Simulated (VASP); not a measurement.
A run of VASP 6.6.1:

INCAR

```
SYSTEM = Rb2Na
PREC = Accurate
ENCUT = 1130
EDIFF = 1E-7
ISMEAR = 0
SIGMA = 0.1
LREAL = .FALSE.
LASPH = .TRUE.
NELM = 120
ALGO = Normal
ISIF = 3
LWAVE = .FALSE.
LCHARG = .FALSE.
GGA = PE
IBRION = 2
NSW = 90
EDIFFG = -0.04
GGA_COMPAT = .FALSE.
NELMIN = 4
```

The input KPOINTS:

```
Automatic mesh
0
G
  4 4 4
  0 0 0
```

Contents of POSCAR:

```
Rb2Na
1.0
    0.0000000000      3.6917515530      3.6917515530
    3.6917515530      0.0000000000      3.6917515530
    3.6917515530      3.6917515530      0.0000000000
Rb Na
2 1
Direct
    0.2500000000      0.2500000000      0.2500000000
    0.7500000000      0.7500000000      0.7500000000
    0.0000000000      0.0000000000      0.0000000000
```

Potentials or basis: VASP PAW PBE potentials, release 64 (Rb_sv, Na_sv).

The run is started by

```sh
$ cat potpaw_PBE.64/Rb_sv/POTCAR potpaw_PBE.64/Na_sv/POTCAR > POTCAR
$ mpirun -np 1 vasp_std > vasp.out
```

Hardware: 1 thread of Intel(R) Xeon(R) Platinum 8375C CPU @ 2.90GHz (Ice Lake), on a shared host.

Q: How long does it take, and how much memory?

A: Run time: 4.8 min on 1 thread of Intel(R) Xeon(R) Platinum 8375C CPU @ 2.90GHz (Ice Lake) (shared host), peak memory 0.54 GiB. Counts: scf iterations 79, k points 8, ion steps 6.
